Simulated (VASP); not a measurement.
# WSe2 (P6_3/mmc) in VASP: relaxation of cell and atoms with r2SCAN

Aim: the relaxation of cell and atoms of WSe2 with r2SCAN.

Everything below comes from runs of VASP 6.6.1. Logs are shortened: lines on timing, memory, paths and dates and some standing lists are left out, and cuts for length are marked.

## Step 1: The cell of the first run

The structure is hexagonal, space group P6_3/mmc (No. 194). Conventional cell: a = 3.279 Å, b = 3.279 Å, c = 12.789 Å, α = 90.00°, β = 90.00°, γ = 120.00°. W (site symmetry -6m2) has 6 Se at 2.53 Å and 6 W at 3.28 Å within 3.3 Å. Within 3.4 Å of Se (site symmetry 3m) lie 3 W at 2.53 Å and 7 Se at 3.28 to 3.37 Å.

## Step 2: Relaxation of cell and atoms, r2SCAN

Input file POSCAR:

```
WSe2
1.0
    3.2790157229      0.0000000000      0.0000000000
   -1.6395078614      2.8397109154      0.0000000000
    0.0000000000      0.0000000000     12.7885054381
W Se
2 4
Direct
    0.3333333333      0.6666666667      0.2500000000
    0.6666666667      0.3333333333      0.7500000000
    0.3333333333      0.6666666667      0.6182884592
    0.6666666667      0.3333333333      0.1182884592
    0.3333333333      0.6666666667      0.8817115408
    0.6666666667      0.3333333333      0.3817115408
```

Input file INCAR.step1:

```
SYSTEM = WSe2
ALGO = Normal
EDIFF = 1E-4
ENCUT = 600
GGA = PE
ISMEAR = 0
LASPH = .TRUE.
LCHARG = .FALSE.
LREAL = .FALSE.
LWAVE = .TRUE.
NELM = 80
PREC = Accurate
SIGMA = 0.02
```

Input file INCAR.step2:

```
SYSTEM = WSe2
ALGO = Normal
EDIFF = 1E-7
EDIFFG = -0.005
ENCUT = 600
IBRION = 2
ISIF = 3
ISMEAR = 0
ISTART = 1
LASPH = .TRUE.
LCHARG = .FALSE.
LMIXTAU = .TRUE.
LREAL = .FALSE.
LWAVE = .FALSE.
METAGGA = R2SCAN
NELM = 80
NSW = 70
PREC = Accurate
SIGMA = 0.02
```

Input file KPOINTS:

```
k-points
0
G
  9 9 2
  0 0 0
```

Potentials or basis: VASP PAW PBE potentials, release 64 (W_sv, Se).

Command:

```console
> cat potpaw_PBE.64/W_sv/POTCAR potpaw_PBE.64/Se/POTCAR > POTCAR
> cp INCAR.step1 INCAR
> mpirun -np 1 vasp_std > vasp.out
> cp INCAR.step2 INCAR
> mpirun -np 1 vasp_std > vasp.out
```

OUTCAR:

```text
SYSTEM = WSe2
   EDIFF = 1E-7
   EDIFFG = -0.005
   ENCUT = 600
   IBRION = 2
   ISIF = 3
   ISMEAR = 0
   ISTART = 1
   LASPH = .TRUE.
   LREAL = .FALSE.
   METAGGA = R2SCAN
   NELM = 80
   NSW = 70
   PREC = Accurate

 ion  position               nearest neighbor table
   1  0.333  0.667  0.250-   4 2.53   6 2.53   4 2.53   6 2.53   4 2.53   6 2.53
   2  0.667  0.333  0.750-   3 2.53   5 2.53   3 2.53   5 2.53   3 2.53   5 2.53
   3  0.333  0.667  0.618-   2 2.53   2 2.53   2 2.53
   4  0.667  0.333  0.118-   1 2.53   1 2.53   1 2.53
   5  0.333  0.667  0.882-   2 2.53   2 2.53   2 2.53
   6  0.667  0.333  0.382-   1 2.53   1 2.53   1 2.53

  LATTYP: Found a hexagonal cell.
 ALAT       =     3.2790157229
 C/A-ratio  =     3.9001049458

  Lattice vectors:

 A1 = (   3.2790157229,   0.0000000000,   0.0000000000)
 A2 = (  -1.6395078614,   2.8397109154,   0.0000000000)
 A3 = (   0.0000000000,   0.0000000000,  12.7885054381)

Analysis of symmetry for initial positions (statically):
=====================================================================
 Subroutine PRICEL returns:
 Original cell was already a primitive cell.

 Routine SETGRP: Setting up the symmetry group for a
 hexagonal supercell.

 Subroutine GETGRP returns: Found 24 space group operations
 (whereof 12 operations were pure point group operations)
 out of a pool of 24 trial point group operations.

The static configuration has the point symmetry D_3d.
 The point group associated with its full space group is D_6h.

Analysis of symmetry for dynamics (positions and initial velocities):
=====================================================================
 Subroutine PRICEL returns:
 Original cell was already a primitive cell.

 Routine SETGRP: Setting up the symmetry group for a
 hexagonal supercell.

 Subroutine GETGRP returns: Found 24 space group operations
 (whereof 12 operations were pure point group operations)
 out of a pool of 24 trial point group operations.

The dynamic configuration has the point symmetry D_3d.
 The point group associated with its full space group is D_6h.

 Subroutine INISYM returns: Found 24 space group operations
 (whereof 12 operations are pure point group operations),
 and found     1 'primitive' translations

----------------------------------------------------------------------------------------

                                     Primitive cell
[... 99 lines left out ...]
   LREAL  =      F    real-space projection
   EDIFFG = -.5E-02   stopping-criterion for IOM
   NSW    =     70    number of steps for IOM
   IBRION =      2    ionic relax: 0-MD 1-quasi-New 2-CG
   NFREE  =      1    steps in history (QN), initial steepest desc. (CG)
   ISIF   =      3    stress and relaxation
   ISYM   =      2    0-nonsym 1-usesym 2-fastsym
   POTIM  = 0.5000    time-step for ionic-motion
   TEBEG  =    0.0;   TEEND  =   0.0 temperature during run
   PSTRESS=    0.0 pullay stress
   NELECT =      52.0000    total number of electrons
   NUPDOWN=      -1.0000    fix difference up-down
   EMIN   =  10.00;   EMAX   =-10.00  energy-range for DOS
   EFERMI =   0.00;   METHOD = LEGACY
   ISMEAR =     0;   SIGMA  =   0.02  broadening in eV -4-tet -1-fermi 0-gaus
   EFERMI_NEDOS =   21; number of points for ismear=-14 and -15
   IALGO  =     38    algorithm
   IMIX   =      4    mixing-type and parameters
     AMIX     =   0.40;   BMIX     =  1.00
     AMIX_MAG =   1.60;   BMIX_MAG =  1.00
  volume/ion in A,a.u.               =      19.85       133.93
  Fermi-wavevector in a.u.,A,eV,Ry     =   1.242024  2.347086 20.988683  1.542625
  Thomas-Fermi vector in A             =   2.376397
   LORBIT       =      0    0 simple, 1 ext, 2 COOP (PROOUT), +10 PAW based schemes
   METAGGA = R2SCAN    functional components
   LHFCALC =     F    Hartree Fock is set to
   AEXX    =    0.0000 exact exchange contribution
   IVDW    =     0    specifies the selected vdW correction
   LEPSILON=     F    determine dielectric tensor
   LRPA    =     F    only Hartree local field effects (RPA)
 conjugate gradient relaxation of ions
 non-spin polarized calculation
 Gauss-broadening in eV      SIGMA  =   0.02
  energy-cutoff  :      600.00
  volume of cell :      119.08
 maximum number of plane-waves:      4047
 NGX is ok and might be reduce to    28
   NGX = 13   NGY = 13   NGZ = 51

--------------------------------------- Ionic step        1  -------------------------------------------

 number of electron      52.0000002 magnetization

 Free energy of the ion-electron system (eV)
  ---------------------------------------------------
  ext. energy  EPLUGINS =         0.00000000
  ---------------------------------------------------
  free energy    TOTEN  =      -163.47782102 eV

  energy without entropy =     -163.47782102  energy(sigma->0) =     -163.47782102

------------------------ aborting loop because EDIFF is reached ----------------------------------------

  FORCE on cell =-STRESS in cart. coord.  units (eV):
  Direction    XX          YY          ZZ          XY          YZ          ZX
  --------------------------------------------------------------------------------------
  -------------------------------------------------------------------------------------
  Total        2.1411876      2.1411876      0.8593840      0.0000000      0.0000000      0.0000000
  in kB       28.8089805     28.8089805     11.5627310      0.0000000      0.0000000      0.0000000
  external PRESSURE =      23.0602307 kB  Pullay stress =       0.0000000 kB
[... 101 lines left out ...]
  FREE ENERGIE OF THE ION-ELECTRON SYSTEM (eV)
  ---------------------------------------------------
  free  energy   TOTEN  =      -163.5126316909 eV

  energy  without entropy=     -163.5126316909  energy(sigma->0) =     -163.51263169

[... ionic steps 4 to 10 ...]

--------------------------------------- Ionic step       11  -------------------------------------------

 number of electron      51.9999998 magnetization

------------------------ aborting loop because EDIFF is reached ----------------------------------------
[... 75 lines left out ...]
--------------------------------------- Ionic step       13  -------------------------------------------

 number of electron      51.9999998 magnetization

 Free energy of the ion-electron system (eV)
  ---------------------------------------------------
  ext. energy  EPLUGINS =         0.00000000
  ---------------------------------------------------
  free energy    TOTEN  =      -163.59348185 eV

  energy without entropy =     -163.59348185  energy(sigma->0) =     -163.59348185

 E-fermi :   5.4187     XC(G=0): -10.9180

 val. band max:        5.2290693283   @ k =   0.0000   0.0000   0.0000
 cond. band min:       6.6360858653   @ k =   0.3333   0.3333   0.0000
 fundamental gap:      1.4070165370
 Fermi energy:         5.4186668854

 k-point     1 :       0.0000    0.0000    0.0000
  band No.  band energies     occupation
      1     -71.0108      2.00000
      2     -71.0108      2.00000
      3     -34.5863      2.00000
      4     -34.5863      2.00000
      5     -34.4854      2.00000
      6     -34.4854      2.00000
[... 838 lines left out ...]
  FREE ENERGIE OF THE ION-ELECTRON SYSTEM (eV)
  ---------------------------------------------------
  free  energy   TOTEN  =      -163.5934818470 eV

  energy  without entropy=     -163.5934818470  energy(sigma->0) =     -163.59348185

 reached required accuracy - stopping structural energy minimisation
```

OUTCAR.step1:

```text
SYSTEM = WSe2
   EDIFF = 1E-4
   ENCUT = 600
   GGA = PE
   ISMEAR = 0
   LASPH = .TRUE.
   LREAL = .FALSE.
   NELM = 80
[... 1051 lines left out ...]
      1.63951      0.94657      1.51273         0.000000      0.000000     -0.036109
     -0.00000      1.89314     11.27577         0.000000     -0.000000      0.036109
      1.63951      0.94657      4.88152        -0.000000      0.000000      0.036109
 -----------------------------------------------------------------------------------
    total drift:                                0.000000     -0.000000      0.000000

  FREE ENERGIE OF THE ION-ELECTRON SYSTEM (eV)
  ---------------------------------------------------
  free  energy   TOTEN  =       -43.0782573960 eV

  energy  without entropy=      -43.0782573960  energy(sigma->0) =      -43.07825740
```

OSZICAR.step1:

```text
N       E                     dE             d eps       ncg     rms          rms(c)
DAV:   1     0.547309447051E+03    0.54731E+03   -0.30445E+04  1664   0.182E+03
DAV:   2    -0.778225310346E+01   -0.55509E+03   -0.54398E+03  1756   0.457E+02
DAV:   3    -0.440198722333E+02   -0.36238E+02   -0.35780E+02  1827   0.102E+02
DAV:   4    -0.449554099471E+02   -0.93554E+00   -0.93136E+00  1829   0.164E+01
DAV:   5    -0.449738562015E+02   -0.18446E-01   -0.18436E-01  1805   0.228E+00    0.298E+01
DAV:   6    -0.434690199091E+02    0.15048E+01   -0.10471E+01  1689   0.180E+01    0.108E+01
DAV:   7    -0.432458279523E+02    0.22319E+00   -0.47117E+00  1719   0.890E+00    0.556E+00
DAV:   8    -0.430772710993E+02    0.16856E+00   -0.75124E-01  1977   0.482E+00    0.116E+00
DAV:   9    -0.430796665562E+02   -0.23955E-02   -0.59867E-02  1872   0.126E+00    0.783E-01
DAV:  10    -0.430783991084E+02    0.12674E-02   -0.19037E-02  1922   0.884E-01    0.206E-01
DAV:  11    -0.430782685784E+02    0.13053E-03   -0.26248E-03  1858   0.320E-01    0.150E-01
DAV:  12    -0.430782573960E+02    0.11182E-04   -0.85059E-05  1208   0.544E-02
   1 F= -.43078257E+02 E0= -.43078257E+02  d E =-.398752E-61
```

It took 57 min on 1 thread of AMD EPYC 9R45 (Zen 5), shared host; peak memory 0.34 GiB.

What came out:

```
Free energy                           : -163.5935 eV
Relaxed volume                        : 21.73 Å³/atom
Relaxed cell                          : a = 3.318 Å, b = 3.318 Å, c = 13.677 Å, α = 90.00°, β = 90.00°, γ = 120.00°
Space group after relaxing (to 0.1 Å) : P6_3/mmc (No. 194)
Energy gained by relaxing             : 19.3 meV/atom
Ionic steps                           : 13
Pressure after relaxing               : 0.0 GPa
Largest force after relaxing          : 0.004 eV/Å
Band gap on the k mesh                : 1.41 eV (least direct gap 1.58 eV)
```

Forces in eV/Å, atoms in the order of the input:
```
W    0.000  0.000  0.000
W    0.000  0.000  0.000
Se   0.000  0.000  0.004
Se   0.000  0.000  0.004
Se   0.000  0.000 -0.004
Se   0.000  0.000 -0.004
```

Step by step:
| step | energy change (eV) | largest force (eV/Å) | pressure (GPa) | volume (Å³) |
| --- | --- | --- | --- | --- |
| 1 | 0.0000 | 0.3112 | 2.31 | 119.08 |
| 2 | -0.0297 | 0.5594 | -2.15 | 124.07 |
| 3 | -0.0348 | 0.4922 | -0.97 | 122.65 |
| 4 | -0.0550 | 0.0627 | 0.77 | 123.50 |
| 5 | -0.0569 | 0.0656 | 0.37 | 123.31 |
| 6 | -0.0782 | 0.0448 | 0.28 | 124.45 |
| 7 | -0.1106 | 0.0126 | 0.33 | 127.77 |
| 8 | -0.1144 | 0.0299 | 0.43 | 129.10 |
| 9 | -0.1148 | 0.0384 | 0.49 | 129.80 |
| 10 | -0.1034 | 0.2801 | -1.92 | 132.28 |
| 11 | -0.1155 | 0.0242 | 0.01 | 130.28 |
| 12 | -0.1156 | 0.0119 | -0.01 | 130.46 |
| 13 | -0.1157 | 0.0041 | 0.00 | 130.38 |

Final structure:
```yaml
crystal:
  lattice:
    - [3.31772, 0.00000, 0.00000]
    - [-1.65886, 2.87323, 0.00000]
    - [0.00000, 0.00000, 13.67736]
  atoms:
    - { symbol: W, position: [0.33333, 0.66667, 0.25000] }
    - { symbol: W, position: [0.66667, 0.33333, 0.75000] }
    - { symbol: Se, position: [0.33333, 0.66667, 0.62840] }
    - { symbol: Se, position: [0.66667, 0.33333, 0.12840] }
    - { symbol: Se, position: [0.33333, 0.66667, 0.87160] }
    - { symbol: Se, position: [0.66667, 0.33333, 0.37160] }
```

Caveat: the PAW data sets were made with another functional, which shifts forces and pressure a little; spin-orbit coupling is left out, which moves the levels of the heavy elements.
